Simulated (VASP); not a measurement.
# KCl in VASP: a series of runs

Runs on KCl. Level: PBE. Tasks: single point.

Program: VASP 6.6.1. These are calculated values, not measurements. Logs are shortened: lines on timing, memory, paths and dates and some standing lists are left out, and cuts for length are marked.

## 1. The cell of the first run

The cell holds a slab with vacuum, 2 atoms: a = 4.450 Å, b = 4.450 Å, c = 12.000 Å, α = 90.00°, β = 90.00°, γ = 90.00°.

## 2. Single point, PBE

INCAR reads:

```
SYSTEM = KCl
PREC = Accurate
ENCUT = 520
EDIFF = 1E-6
ISMEAR = 1
SIGMA = 0.15
LREAL = .False.
LASPH = .True.
NELM = 80
ALGO = Normal
ISIF = 2
LWAVE = .False.
LCHARG = .False.
LDIPOL = .True.
IDIPOL = 3
DIPOL = 0.5 0.5 0.500
GGA = PE
NBANDS = 15
```

KPOINTS reads:

```
Automatic mesh
0
Gamma
  3 3 1
  0 0 0
```

POSCAR reads:

```
KCl
1.0
    4.4497805476      0.0000000000      0.0000000000
    0.0000000000      4.4497805476      0.0000000000
    0.0000000000      0.0000000000     12.0000000000
K Cl
1 1
Direct
    0.0000000000      0.0000000000      0.5000000000
    0.5000000000      0.5000000000      0.5000000000
```

Potentials or basis: VASP PAW PBE potentials, release 64 (K_sv, Cl).

Command:

```bash
cat potpaw_PBE.64/K_sv/POTCAR potpaw_PBE.64/Cl/POTCAR > POTCAR
mpirun -np 1 vasp_std > vasp.out
```

OUTCAR:

```text
SYSTEM = KCl
   PREC = Accurate
   ENCUT = 520
   EDIFF = 1E-6
   ISMEAR = 1
   LREAL = .False.
   LASPH = .True.
   NELM = 80
   ISIF = 2
   GGA = PE

 ion  position               nearest neighbor table
   1  0.000  0.000  0.500-   2 3.15   2 3.15   2 3.15   2 3.15
   2  0.500  0.500  0.500-   1 3.15   1 3.15   1 3.15   1 3.15

  LATTYP: Found a simple tetragonal cell.
 ALAT       =     4.4497805476
 C/A-ratio  =     2.6967622047

  Lattice vectors:

 A1 = (   4.4497805476,   0.0000000000,   0.0000000000)
 A2 = (   0.0000000000,   4.4497805476,   0.0000000000)
 A3 = (   0.0000000000,   0.0000000000,  12.0000000000)

Analysis of symmetry for initial positions (statically):
=====================================================================
 Subroutine PRICEL returns:
 Original cell was already a primitive cell.

 Routine SETGRP: Setting up the symmetry group for a
 simple tetragonal supercell.

 Subroutine GETGRP returns: Found 16 space group operations
 (whereof 16 operations were pure point group operations)
 out of a pool of 16 trial point group operations.

The static configuration has the point symmetry D_4h.

Analysis of symmetry for dynamics (positions and initial velocities):
=====================================================================
 Subroutine PRICEL returns:
 Original cell was already a primitive cell.

 Routine SETGRP: Setting up the symmetry group for a
 simple tetragonal supercell.

 Subroutine GETGRP returns: Found 16 space group operations
 (whereof 16 operations were pure point group operations)
 out of a pool of 16 trial point group operations.

The dynamic configuration has the point symmetry D_4h.

 Subroutine INISYM returns: Found 16 space group operations
 (whereof 16 operations are pure point group operations),
 and found     1 'primitive' translations

----------------------------------------------------------------------------------------

                                     Primitive cell

  volume of cell :     237.6066

  direct lattice vectors                    reciprocal lattice vectors
     4.449780548  0.000000000  0.000000000     0.224730184  0.000000000  0.000000000
     0.000000000  4.449780548  0.000000000     0.000000000  0.224730184  0.000000000
     0.000000000  0.000000000 12.000000000     0.000000000  0.000000000  0.083333333

  length of vectors
     4.449780548  4.449780548 12.000000000     0.224730184  0.224730184  0.083333333

  position of ions in fractional coordinates (direct lattice)
     0.000000000  0.000000000  0.500000000
     0.500000000  0.500000000  0.500000000

  ion indices of the primitive-cell ions
   primitive index   ion index
                 1           1
                 2           2

----------------------------------------------------------------------------------------

 KPOINTS: Automatic mesh

Automatic generation of k-mesh.
 Grid dimensions read from file:
 generate k-points for:    3    3    1

 Generating k-lattice:

  Cartesian coordinates                     Fractional coordinates (reciprocal lattice)
     0.074910061  0.000000000  0.000000000     0.333333333  0.000000000  0.000000000
     0.000000000  0.074910061  0.000000000     0.000000000  0.333333333  0.000000000
     0.000000000  0.000000000  0.083333333     0.000000000  0.000000000  1.000000000

  Length of vectors
     0.074910061  0.074910061  0.083333333

  Shift w.r.t. Gamma in fractional coordinates (k-lattice)
     0.000000000  0.000000000  0.000000000

 Subroutine IBZKPT returns following result:
 ===========================================

 Found      3 irreducible k-points:

 Following reciprocal coordinates:
            Coordinates               Weight
  0.000000  0.000000  0.000000      1.000000
  0.333333  0.000000  0.000000      4.000000
  0.333333  0.333333  0.000000      4.000000
   k-points           NKPTS =      3   k-points in BZ     NKDIM =      3   number of bands    NBANDS=     15
   number of dos      NEDOS =    301   number of ions     NIONS =      2
   total plane-waves  NPLWV = 116640
   dimension x,y,z NGX =    36 NGY =   36 NGZ =   90
   dimension x,y,z NGXF=    72 NGYF=   72 NGZF=  180
   ions per type =               1   1
   NGX,Y,Z   is equivalent  to a cutoff of  13.45, 13.45, 12.47 a.u.
   NGXF,Y,Z  is equivalent  to a cutoff of  26.90, 26.90, 24.94 a.u.
 SYSTEM =  KCl
   PREC   = accura    normal or accurate (medium, high low for compatibility)
   ISTART =      0    job   : 0-new  1-cont  2-samecut
   ICHARG =      2    charge: 1-file 2-atom 10-const
   ISPIN  =      1    spin polarized calculation?
   LNONCOLLINEAR =      F non collinear calculations
   LSORBIT =      F    spin-orbit coupling
   LASPH  =      T    aspherical Exc in radial PAW
   ENCUT  =  520.0 eV  38.22 Ry    6.18 a.u.   8.27  8.27 22.31*2*pi/ulx,y,z
   NELM   =     80;   NELMIN=  2; NELMDL= -5     # of ELM steps
   EDIFF  = 0.1E-05   stopping-criterion for ELM
   LREAL  =      F    real-space projection
   EDIFFG = 0.1E-04   stopping-criterion for IOM
   NSW    =      0    number of steps for IOM
   IBRION =     -1    ionic relax: 0-MD 1-quasi-New 2-CG
   NFREE  =      0    steps in history (QN), initial steepest desc. (CG)
   ISIF   =      2    stress and relaxation
   ISYM   =      2    0-nonsym 1-usesym 2-fastsym
   POTIM  = 0.5000    time-step for ionic-motion
   TEBEG  =    0.0;   TEEND  =   0.0 temperature during run
   PSTRESS=    0.0 pullay stress
   NELECT =      16.0000    total number of electrons
   NUPDOWN=      -1.0000    fix difference up-down
   EMIN   =  10.00;   EMAX   =-10.00  energy-range for DOS
   EFERMI =   0.00;   METHOD = LEGACY
   ISMEAR =     1;   SIGMA  =   0.15  broadening in eV -4-tet -1-fermi 0-gaus
   EFERMI_NEDOS =   21; number of points for ismear=-14 and -15
   IALGO  =     38    algorithm
   IMIX   =      4    mixing-type and parameters
     AMIX     =   0.40;   BMIX     =  1.00
     AMIX_MAG =   1.60;   BMIX_MAG =  1.00
  volume/ion in A,a.u.               =     118.80       801.72
  Fermi-wavevector in a.u.,A,eV,Ry     =   0.666032  1.258619  6.035533  0.443599
  Thomas-Fermi vector in A             =   1.740210
   LORBIT       =      0    0 simple, 1 ext, 2 COOP (PROOUT), +10 PAW based schemes
   GGA     = PE    functional components
   LHFCALC =     F    Hartree Fock is set to
   AEXX    =    0.0000 exact exchange contribution
   IVDW    =     0    specifies the selected vdW correction
   LEPSILON=     F    determine dielectric tensor
   LRPA    =     F    only Hartree local field effects (RPA)
 non-spin polarized calculation
 Methfessel and Paxton  Order N= 1 SIGMA  =   0.15
  energy-cutoff  :      520.00
  volume of cell :      237.61
 maximum number of plane-waves:      6417
 NGX is ok and might be reduce to    36

 number of electron      15.9999998 magnetization

 dipolmoment           0.000000      0.000000     -0.000000 electrons x Angstroem

 Free energy of the ion-electron system (eV)
  ---------------------------------------------------
  ext. energy  EPLUGINS =         0.00000000
  ---------------------------------------------------
  free energy    TOTEN  =        -6.48865249 eV

  energy without entropy =       -6.50392351  energy(sigma->0) =       -6.49374283

 E-fermi :  -4.8275     XC(G=0):  -2.7421

 val. band max:       -4.9213086822   @ k =   0.0000   0.0000   0.0000
 cond. band min:      -0.2240607283   @ k =   0.0000   0.0000   0.0000
 fundamental gap:      4.6972479539
 Fermi energy:        -4.8275437076

 k-point     1 :       0.0000    0.0000    0.0000
  band No.  band energies     occupation
      1     -32.8118      2.00000
      2     -16.7894      2.00000
      3     -16.3975      2.00000
      4     -16.2364      2.00000
      5     -16.2364      2.00000
      6      -5.0567      2.05280
      7      -4.9213      1.86192
      8      -4.9213      1.86192
      9      -0.2241      0.00000
     10       1.0833      0.00000
     11       1.5956      0.00000
     12       2.1205      0.00000
     13       3.3812      0.00000
     14       4.3657      0.00000
     15       4.3660      0.00000

 k-point     2 :       0.3333    0.0000    0.0000
  band No.  band energies     occupation
      1     -32.8093      2.00000
      2     -17.0431      2.00000
      3     -16.3921      2.00000
      4     -16.2246      2.00000
      5     -15.9534      2.00000
      6      -5.4991      2.00000
      7      -5.0756      2.04119
      8      -5.0156      2.07067
      9       0.7886      0.00000
     10       1.6558      0.00000
     11       2.5854      0.00000
     12       2.8523      0.00000
     13       3.2415      0.00000
     14       4.0271      0.00000
     15       4.5511      0.00000

 k-point     3 :       0.3333    0.3333    0.0000
  band No.  band energies     occupation
      1     -32.8070      2.00000
      2     -16.9178      2.00000
      3     -16.3874      2.00000
      4     -16.2851      2.00000
      5     -16.0816      2.00000
      6      -5.4054      2.00000
      7      -5.2121      2.00174
      8      -4.9376      1.94225
      9       1.5772      0.00000
     10       2.0939      0.00000
     11       2.7727      0.00000
     12       3.2639      0.00000
     13       3.8863      0.00000
     14       3.9788      0.00000
     15       4.2581      0.00000

------------------------ aborting loop because EDIFF is reached ----------------------------------------

 vacuum level on the upper side and lower side of the slab       (xc-potential included)        -0.122        -0.122

  FORCE on cell =-STRESS in cart. coord.  units (eV):
  Direction    XX          YY          ZZ          XY          YZ          ZX
  --------------------------------------------------------------------------------------
  -------------------------------------------------------------------------------------
  Total       -0.6277191     -0.6277191     -0.0168692      0.0000000      0.0000000     -0.0000000
  in kB       -4.2327003     -4.2327003     -0.1137486      0.0000000      0.0000000     -0.0000000
  external PRESSURE =      -2.8597164 kB  Pullay stress =       0.0000000 kB

 VOLUME and BASIS-vectors are now :
 -----------------------------------------------------------------------------
  energy-cutoff  :      520.00
  volume of cell :      237.61
      direct lattice vectors                 reciprocal lattice vectors
     4.449780548  0.000000000  0.000000000     0.224730184  0.000000000  0.000000000
     0.000000000  4.449780548  0.000000000     0.000000000  0.224730184  0.000000000
     0.000000000  0.000000000 12.000000000     0.000000000  0.000000000  0.083333333

 POSITION                                       TOTAL-FORCE (eV/Angst)
 -----------------------------------------------------------------------------------
      0.00000      0.00000      6.00000         0.000000      0.000000      0.000000
      2.22489      2.22489      6.00000         0.000000      0.000000      0.000000
 -----------------------------------------------------------------------------------
    total drift:                                0.000000      0.000000      0.000000

  FREE ENERGIE OF THE ION-ELECTRON SYSTEM (eV)
  ---------------------------------------------------
  free  energy   TOTEN  =        -6.4886524864 eV

  energy  without entropy=       -6.5039235097  energy(sigma->0) =       -6.49374283

 vacuum level on the upper side and lower side of the slab         1.081         1.081
```

It took 44 s on 1 thread of Intel Xeon 8259CL, shared host; peak memory 0.33 GiB.

What came out:

* Free energy: -6.4887 eV
* Band gap on the k mesh: 4.70 eV

Caveat: the k points lie up to 0.47 Å⁻¹ apart.

## 3. Single point, PBE

This run uses another cell than the first one: it holds 6 atoms, not 2.

INCAR reads:

```
PREC     = Accurate       # precision mode
ENCUT    = 520            # plane-wave cutoff, eV
EDIFF    = 1E-7           # SCF threshold, eV
ISMEAR   = 1              # smearing method
SIGMA    = 0.15           # smearing width, eV
LREAL    = False          # projectors in reciprocal space
LASPH    = True           # aspherical terms in the spheres
NELM     = 100            # most SCF steps
ALGO     = Normal         # electronic algorithm
ISIF     = 2              # what is computed and relaxed
LWAVE    = False          # write WAVECAR
LCHARG   = True           # write CHGCAR
LDIPOL   = True         
IDIPOL   = 3            
DIPOL    = 0.5 0.5 0.500
GGA      = PE             # functional
LELF     = True           # ELF
LVHAR    = True         
LVACPOTAV= True         
NBANDS   = 33             # bands
```

KPOINTS reads:

```
Automatic mesh
0
Gamma
  3 3 1
```

POSCAR reads:

```
KCl
1.0
    4.4497805476      0.0000000000      0.0000000000
    0.0000000000      4.4497805476      0.0000000000
    0.0000000000      0.0000000000     18.2929400000
K Cl
3 3
Direct
    0.0000000000      0.0000000000      0.3279953906
    0.5000000000      0.5000000000      0.5000000000
    1.0000000000      0.0000000000      0.6720046094
    0.5000000000      0.5000000000      0.3279953906
    1.0000000000      0.0000000000      0.5000000000
    0.5000000000      0.5000000000      0.6720046094
```

Potentials or basis: VASP PAW PBE potentials, release 64 (K_sv, Cl).

Command:

```bash
cat potpaw_PBE.64/K_sv/POTCAR potpaw_PBE.64/Cl/POTCAR > POTCAR
mpirun -np 1 vasp_std > vasp.out
```

It took 2.2 min on 1 thread of Intel Xeon 8259CL, shared host; peak memory 0.44 GiB.

The run converged. Its results:

| Item | Value |
| --- | --- |
| Free energy | -20.1176 eV |
| Largest force | 0.085 eV/Å |
| Band gap on the k mesh | 4.92 eV |

Forces in eV/Å, atoms in the order of the input:
```
K    0.000  0.000  0.019
K    0.000  0.000  0.000
K    0.000  0.000 -0.019
Cl   0.000  0.000 -0.085
Cl   0.000  0.000  0.000
Cl   0.000  0.000  0.085
```

Levels at points of the mesh, in eV from the valence-band top:
```csv
k point,band 21,band 22,band 23,band 24,band 25,band 26,band 27,band 28
"(0.00, 0.00, 0.00)",-0.06,-0.06,0.00,0.00,4.92,5.31,6.04,6.68
```

Caveat: the k points lie up to 0.47 Å⁻¹ apart.
